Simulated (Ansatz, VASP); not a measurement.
One calculation of Cu3N, two programs

File INCAR:

```
SYSTEM = Cu3N
PREC     = Accurate       ! precision mode
ENCUT    = 600            ! plane-wave cutoff, eV
EDIFF    = 1E-6           ! SCF threshold, eV
ISMEAR   = 0              ! smearing method
SIGMA    = 0.01           ! smearing width, eV
LREAL    = .False.        ! projectors in reciprocal space
LASPH    = .True.         ! aspherical terms in the spheres
NELM     = 120            ! most SCF steps
ALGO     = Normal         ! electronic algorithm
ISIF     = 2              ! what is computed and relaxed
LWAVE    = .False.        ! write WAVECAR
LCHARG   = .False.        ! write CHGCAR
GGA      = PE             ! functional
NBANDS   = 27             ! bands
GGA_COMPAT= .False.
```

File KPOINTS:

```
Automatic mesh
0
Gamma
  5 5 5
  0 0 0
```

Contents of POSCAR:

```
Cu3N
1.0
    3.7555477468      0.0000000000      0.0000000000
    0.0000000000      3.7555477468      0.0000000000
    0.0000000000      0.0000000000      3.7555477468
Cu N
3 1
Direct
    0.5000000000      0.0000000000      0.0000000000
    0.0000000000      0.5000000000      0.0000000000
    0.0000000000      0.0000000000      0.5000000000
    0.0000000000      0.0000000000      0.0000000000
```

Input for Ansatz:

```yaml
crystal:
  lattice:
    - [3.75554774679044, 0.0, 0.0]
    - [0.0, 3.75554774679044, 0.0]
    - [0.0, 0.0, 3.75554774679044]
  atoms:
    - { symbol: Cu, position: [0.5, 0.0, 0.0] }
    - { symbol: Cu, position: [0.0, 0.5, 0.0] }
    - { symbol: Cu, position: [0.0, 0.0, 0.5] }
    - { symbol: "N", position: [0.0, 0.0, 0.0] }
basis:
  ecutwfc: 500.0
kpoints:
  mp_grid:
    grid: [5, 5, 5]
scf:
  convergence:
    dr2_threshold: 1.0e-08
  occupations:
    method: fixed
output:
  stress: true
```

Alike in both runs: task single point; functional PBE; k mesh 5 × 5 × 5; no spin polarisation.

|  | VASP | Ansatz |
| --- | --- | --- |
| version | VASP 6.6.1 | Ansatz 0.2.0 |
| potentials or method | VASP PAW PBE potentials, release 64 (Cu, N), cutoff 600 eV | plane waves, PAW |
| occupations | gaussian, width 0.01 eV | fixed |
| valence electrons in the cell | 38 | 62 |

```csv
,VASP,Ansatz,Ansatz less VASP
pressure (GPa),8.1,7.3,-0.78
```

VASP's potentials hold 38 valence electrons a cell and Ansatz's 62, so a difference there can come from the potentials and not from the codes. Ansatz's warnings: stress scf threshold loose.
